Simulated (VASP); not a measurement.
# Pd in VASP: single point with PBE+D3(BJ)

Aim: the single point of Pd with PBE+D3(BJ).

Program: VASP 6.6.1. These are calculated values, not measurements. Logs are shortened: lines on timing, memory, paths and dates and some standing lists are left out, and cuts for length are marked.

### 1 The cell of the first run

The cell holds a slab with vacuum, 16 atoms: a = 5.501 Å, b = 5.501 Å, c = 22.834 Å, α = 90.00°, β = 90.00°, γ = 90.00°.

### 2 Single point, PBE+D3(BJ)

Input file INCAR:

```
SYSTEM = Pd
ALGO     = Normal         ! electronic algorithm
DIPOL    = 0.5 0.5 0.500
EDIFF    = 1E-6           ! SCF threshold, eV
ENCUT    = 520            ! plane-wave cutoff, eV
GGA      = PE             ! functional
IDIPOL   = 3            
ISIF     = 2              ! what is computed and relaxed
ISMEAR   = 0              ! smearing method
IVDW     = 12             ! dispersion correction
LASPH    = .TRUE.         ! aspherical terms in the spheres
LCHARG   = .TRUE.         ! write CHGCAR
LDIPOL   = .TRUE.       
LELF     = .TRUE.         ! ELF
LREAL    = Auto         
LVACPOTAV= .TRUE.       
LVHAR    = .TRUE.       
LWAVE    = .FALSE.        ! write WAVECAR
NBANDS   = 94             ! bands
NELM     = 80             ! most SCF steps
PREC     = Accurate       ! precision mode
SIGMA    = 0.1            ! smearing width, eV
```

Input file KPOINTS:

```
k-points
0
G
  5 5 1
  0 0 0
```

Input file POSCAR:

```
Pd
1.0
    5.5005447805      0.0000000000      0.0000000000
    0.0000000000      5.5005447805      0.0000000000
    0.0000000000      0.0000000000     22.8342087718
Pd
16
Direct
    0.2500000000      0.2500000000      0.3722485016
    0.2500000000      0.7500000000      0.3722485016
    0.7500000000      0.2500000000      0.3722485016
    0.7500000000      0.7500000000      0.3722485016
    0.5000000000      0.5000000000      0.4574161672
    0.5000000000      0.0000000000      0.4574161672
    0.0000000000      0.5000000000      0.4574161672
    0.0000000000      0.0000000000      0.4574161672
    0.7500000000      0.7500000000      0.5427358764
    0.7500000000      0.2500000000      0.5427358764
    0.2500000000      0.7500000000      0.5427358764
    0.2500000000      0.2500000000      0.5427358764
    0.0000000000      0.0000000000      0.6282814465
    0.0000000000      0.5000000000      0.6282814465
    0.5000000000      0.0000000000      0.6282814465
    0.5000000000      0.5000000000      0.6282814465
```

Potentials or basis: VASP PAW PBE potentials, release 64 (Pd).

The run is started by

```bash
$ cat potpaw_PBE.64/Pd/POTCAR > POTCAR
$ mpirun -np 1 vasp_std > vasp.out
```

OUTCAR:

```text
SYSTEM = Pd
   EDIFF = 1E-6
   ENCUT = 520
   GGA = PE
   ISIF = 2
   ISMEAR = 0
   IVDW = 12
   LASPH = .TRUE.
   LREAL = Auto
   NELM = 80
   PREC = Accurate
 IVDW          = 12

 ion  position               nearest neighbor table
   1  0.250  0.250  0.372-   5 2.75   6 2.75   7 2.75   8 2.75   2 2.75   3 2.75   2 2.75   3 2.75

   2  0.250  0.750  0.372-   5 2.75   6 2.75   7 2.75   8 2.75   1 2.75   4 2.75   1 2.75   4 2.75

   3  0.750  0.250  0.372-   5 2.75   6 2.75   7 2.75   8 2.75   1 2.75   4 2.75   4 2.75   1 2.75
[... 33 lines left out ...]
 A1 = (   5.5005447805,   0.0000000000,   0.0000000000)
 A2 = (   0.0000000000,   5.5005447805,   0.0000000000)
 A3 = (   0.0000000000,   0.0000000000,  22.8342087718)

Analysis of symmetry for initial positions (statically):
=====================================================================
 Subroutine PRICEL returns following result:

  LATTYP: Found a simple tetragonal cell.
 ALAT       =     2.7502723903
 C/A-ratio  =     8.3025262708

  Lattice vectors:

 A1 = (   2.7502723903,   0.0000000000,   0.0000000000)
 A2 = (   0.0000000000,   2.7502723903,   0.0000000000)
 A3 = (   0.0000000000,   0.0000000000,  22.8342087718)

   4 primitive cells build up your supercell.

 Routine SETGRP: Setting up the symmetry group for a
 simple tetragonal supercell.

 Subroutine GETGRP returns: Found  8 space group operations
 (whereof  8 operations were pure point group operations)
 out of a pool of 16 trial point group operations.

The static configuration has the point symmetry C_4v.

Analysis of symmetry for dynamics (positions and initial velocities):
=====================================================================
 Subroutine PRICEL returns following result:

  LATTYP: Found a simple tetragonal cell.
 ALAT       =     2.7502723903
 C/A-ratio  =     8.3025262708

  Lattice vectors:

 A1 = (   2.7502723903,   0.0000000000,   0.0000000000)
 A2 = (   0.0000000000,   2.7502723903,   0.0000000000)
 A3 = (   0.0000000000,   0.0000000000,  22.8342087718)

   4 primitive cells build up your supercell.

 Routine SETGRP: Setting up the symmetry group for a
 simple tetragonal supercell.

[... 93 lines left out ...]
   IBRION =     -1    ionic relax: 0-MD 1-quasi-New 2-CG
   NFREE  =      0    steps in history (QN), initial steepest desc. (CG)
   ISIF   =      2    stress and relaxation
   ISYM   =      2    0-nonsym 1-usesym 2-fastsym
   POTIM  = 0.5000    time-step for ionic-motion
   TEBEG  =    0.0;   TEEND  =   0.0 temperature during run
   PSTRESS=    0.0 pullay stress
   NELECT =     160.0000    total number of electrons
   NUPDOWN=      -1.0000    fix difference up-down
   EMIN   =  10.00;   EMAX   =-10.00  energy-range for DOS
   EFERMI =   0.00;   METHOD = LEGACY
   ISMEAR =     0;   SIGMA  =   0.10  broadening in eV -4-tet -1-fermi 0-gaus
   EFERMI_NEDOS =   21; number of points for ismear=-14 and -15
   IALGO  =     38    algorithm
   IMIX   =      4    mixing-type and parameters
     AMIX     =   0.40;   BMIX     =  1.00
     AMIX_MAG =   1.60;   BMIX_MAG =  1.00
  volume/ion in A,a.u.               =      43.18       291.39
  Fermi-wavevector in a.u.,A,eV,Ry     =   1.005346  1.899829 13.751698  1.010721
  Thomas-Fermi vector in A             =   2.138020
   LORBIT       =      0    0 simple, 1 ext, 2 COOP (PROOUT), +10 PAW based schemes
   GGA     = PE    functional components
   LHFCALC =     F    Hartree Fock is set to
   AEXX    =    0.0000 exact exchange contribution
   IVDW    =    12    specifies the selected vdW correction
   LEPSILON=     F    determine dielectric tensor
   LRPA    =     F    only Hartree local field effects (RPA)
 non-spin polarized calculation
 Gauss-broadening in eV      SIGMA  =   0.10
  energy-cutoff  :      520.00
  volume of cell :      690.87
 maximum number of plane-waves:     18649
 NGX is ok and might be reduce to    42
   NGX = 21   NGY = 21   NGZ = 85

 dipolmoment           0.000000      0.000000     -0.000309 electrons x Angstroem

 number of electron     160.0000061 magnetization

 dipolmoment           0.000000      0.000000      0.000135 electrons x Angstroem

 Free energy of the ion-electron system (eV)
  ---------------------------------------------------
  ext. energy  EPLUGINS =         0.00000000
  ---------------------------------------------------
  free energy    TOTEN  =       -77.80331876 eV

  energy without entropy =      -77.59279365  energy(sigma->0) =      -77.69805621

 E-fermi :  -0.0015     XC(G=0):  -5.3096

 val. band max:       -0.0033162210   @ k =   0.4000   0.0000   0.0000
 cond. band min:       0.0118600973   @ k =   0.4000   0.4000   0.0000
 fundamental gap:      0.0151763183
 Fermi energy:        -0.0015239749

 k-point     1 :       0.0000    0.0000    0.0000
  band No.  band energies     occupation
      1      -6.5076      2.00000
      2      -5.2119      2.00000
      3      -4.9819      2.00000
      4      -4.9754      2.00000
      5      -4.8902      2.00000
      6      -4.8902      2.00000
[... 559 lines left out ...]
     91       2.5905      0.00000
     92       3.6836      0.00000
 [bands above 92 left out]

------------------------ aborting loop because EDIFF is reached ----------------------------------------

 Edisp (eV)   -7.57572

 E8    (eV) :    -3.4872

  FORCE on cell =-STRESS in cart. coord.  units (eV):
  Direction    XX          YY          ZZ          XY          YZ          ZX
  --------------------------------------------------------------------------------------
  -------------------------------------------------------------------------------------
  Total      -9.01830    -9.01830    -0.33415     0.00000     0.00000     0.00000
  in kB     -20.91403   -20.91403    -0.77492     0.00000     0.00000     0.00000
  external pressure =      -14.20 kB  Pullay stress =        0.00 kB

 VOLUME and BASIS-vectors are now :
 -----------------------------------------------------------------------------
  energy-cutoff  :      520.00
  volume of cell :      690.87
      direct lattice vectors                 reciprocal lattice vectors
     5.500544781  0.000000000  0.000000000     0.181800174  0.000000000  0.000000000
     0.000000000  5.500544781  0.000000000     0.000000000  0.181800174  0.000000000
     0.000000000  0.000000000 22.834208772     0.000000000  0.000000000  0.043793941

 POSITION                                       TOTAL-FORCE (eV/Angst)
 -----------------------------------------------------------------------------------
      1.37514      1.37514      8.50000         0.000000      0.000000     -0.019305
      1.37514      4.12541      8.50000         0.000000     -0.000000     -0.019305
      4.12541      1.37514      8.50000         0.000000     -0.000000     -0.019305
      4.12541      4.12541      8.50000         0.000000     -0.000000     -0.019305
      2.75027      2.75027     10.44474        -0.000000     -0.000000      0.041003
      2.75027      0.00000     10.44474        -0.000000      0.000000      0.041003
[... 8 lines left out ...]
      2.75027      0.00000     14.34631        -0.000000      0.000000     -0.025811
      2.75027      2.75027     14.34631         0.000000     -0.000000     -0.025811
 -----------------------------------------------------------------------------------
    total drift:                                0.000000      0.000000     -0.006790

  FREE ENERGIE OF THE ION-ELECTRON SYSTEM (eV)
  ---------------------------------------------------
  free  energy   TOTEN  =       -85.3790382818 eV

  energy  without entropy=      -85.1685131714  energy(sigma->0) =      -85.27377573

 vacuum level on the upper side and lower side of the slab         5.091         5.090
```

Wall time 16 min (1 thread of Intel Xeon Platinum 8259CL at 2.50GHz (Skylake/Cascade Lake), shared host); peak memory 0.74 GiB.

Results:

| Property | Result |
| --- | --- |
| Free energy | -85.3790 eV |
| Largest force | 0.041 eV/Å |
| Band gap on the k mesh | zero (bands 80 and 81 overlap by 0.36 eV) |
| Dispersion energy per atom | -0.473 eV |

Forces on the atoms (eV/Å):
```
Pd   0.000  0.000 -0.019
Pd   0.000  0.000 -0.019
Pd   0.000  0.000 -0.019
Pd   0.000  0.000 -0.019
Pd   0.000  0.000  0.041
Pd   0.000  0.000  0.041
Pd   0.000  0.000  0.041
Pd   0.000  0.000  0.041
Pd   0.000  0.000  0.004
Pd   0.000  0.000  0.004
Pd   0.000  0.000  0.004
Pd   0.000  0.000  0.004
Pd   0.000  0.000 -0.026
Pd   0.000  0.000 -0.026
Pd   0.000  0.000 -0.026
Pd   0.000  0.000 -0.026
```

Levels at points of the mesh, in eV from the Fermi level:
```csv
k point,band 78,band 79,band 80,band 81,band 82,band 83
"(0.00, 0.00, 0.00)",0.12,0.12,0.30,0.31,0.64,0.65
```
